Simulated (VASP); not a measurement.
Set up this calculation in VASP 6.6.1, as the native input.

- Task: single point
- Functional: LDA
- Potentials or basis: VASP PAW LDA potentials, release 64 (Sn_d, O, Mg)
- Cutoff: 520 eV
- k mesh: 6 × 6 × 6
- Occupations: fermi-dirac, width 0.02 eV
- Spin: no spin polarisation
- Dipole correction: no
- Further INCAR settings: ALGO = Normal; EDIFF = 1e-07; NBANDS = 21

The structure of Mg3SnO lies in POSCAR:

```
Mg3SnO
1.0
    4.2891441476      0.0000000000      0.0000000000
    0.0000000000      4.2891441476      0.0000000000
    0.0000000000      0.0000000000      4.2891441476
Sn O Mg
1 1 3
Direct
    0.0000000000      0.0000000000      0.0000000000
    0.5000000000      0.5000000000      0.5000000000
    0.5000000000      0.5000000000      0.0000000000
    0.5000000000      0.0000000000      0.5000000000
    0.0000000000      0.5000000000      0.5000000000
```

These files were run (other wordings do the same):

INCAR

```
SYSTEM = Mg3SnO
PREC = Accurate ; ENCUT = 520
EDIFF = 1E-7 ; ISMEAR = -1
SIGMA = 0.02 ; LREAL = .FALSE.
LASPH = .TRUE. ; NELM = 80
ALGO = Normal ; ISIF = 2
LWAVE = .FALSE. ; LCHARG = .FALSE.
GGA = CA ; NBANDS = 21
```

KPOINTS

```
regular mesh
0
G
  6 6 6
  0 0 0
```

Potentials or basis: VASP PAW LDA potentials, release 64 (Sn_d, O, Mg).

Run with:

```console
$ cat potpaw_LDA.64/Sn_d/POTCAR potpaw_LDA.64/O/POTCAR potpaw_LDA.64/Mg/POTCAR > POTCAR
$ mpirun -np 1 vasp_std > vasp.out
```

Results of the run:

```yaml
Pressure: -0.7 GPa
Band_gap_on_the_k_mesh: zero (bands 13 and 14 overlap by 0.26 eV)
```

Caveat: semilocal functionals underestimate gaps, and a narrow one can read as zero; spin-orbit coupling is left out, which moves the levels of the heavy elements.

Wall time 22 s on 1 thread of Intel Xeon 8259CL (shared host), peak memory 0.17 GiB.
